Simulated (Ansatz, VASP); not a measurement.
**PbO: VASP beside Ansatz**

```
CELL_PARAMETERS angstrom
3.90500 0.00000 0.00000
0.00000 3.90500 0.00000
0.00000 0.00000 30.74933
ATOMIC_POSITIONS crystal
Pb 0.50000 0.00000 0.46075
Pb 0.00000 0.50000 0.53925
O 0.00000 0.00000 0.50000
O 0.50000 0.50000 0.50000
```

Alike in both runs: task single point; functional PBE; dispersion D3(BJ); k mesh 6 × 6 × 1; occupations gaussian, width 0.02 eV; no spin polarisation.

|  | VASP | Ansatz |
| --- | --- | --- |
| version | VASP 6.6.1 | Ansatz 0.2.0 |
| potentials or method | VASP PAW PBE potentials, release 64 (Pb_d, O), cutoff 520 eV | scalar-relativistic, plane waves, PAW |
| valence electrons in the cell | 40 | 40 |

|  | VASP | Ansatz | Ansatz less VASP |
| --- | --- | --- | --- |
| gap on the k mesh at the Fermi level (eV) | 2.82 | 2.84 | +0.013 |
| least direct gap on the mesh (eV) | 2.82 | 2.84 | +0.013 |
| rms of the force components (eV/Å) | 0.303 | 0.283 | -0.0195 |

Neither program's run includes spin-orbit coupling.
